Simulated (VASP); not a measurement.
Here is a VASP 6.6.1 calculation.

Contents of INCAR:

```
SYSTEM = WBrCl3
PREC = Accurate
ENCUT = 520
EDIFF = 1E-6
ISMEAR = 0
SIGMA = 0.1
LREAL = .False.
LASPH = .True.
NELM = 60
ALGO = Normal
ISIF = 2
LWAVE = .False.
LCHARG = .False.
GGA = PE
NBANDS = 29
```

KPOINTS

```
regular mesh
0
Gamma
  8 8 8
  0 0 0
```

The input POSCAR:

```
WBrCl3
1.0
    4.7711874317      0.0000000000      0.0000000000
    0.0000000000      4.7711874317      0.0000000000
    0.0000000000      0.0000000000      4.7711874317
W Br Cl
1 1 3
Direct
    0.5000000000      0.5000000000      0.5000000000
    0.0000000000      0.0000000000      0.0000000000
    0.5000000000      0.5000000000      0.0000000000
    0.5000000000      0.0000000000      0.5000000000
    0.0000000000      0.5000000000      0.5000000000
```

Potentials or basis: VASP PAW PBE potentials, release 64 (W_sv, Br, Cl).

Run with:

```sh
$ cat potpaw_PBE.64/W_sv/POTCAR potpaw_PBE.64/Br/POTCAR potpaw_PBE.64/Cl/POTCAR > POTCAR
$ mpirun -np 1 vasp_std > vasp.out
```

Q: What does it give for the pressure?

A: 0.1 GPa.

Q: What does it give for the band gap on the k mesh?

A: Zero (bands 21 and 22 overlap by 1.75 eV).

Caveat: spin-orbit coupling is left out, which moves the levels of the heavy elements.
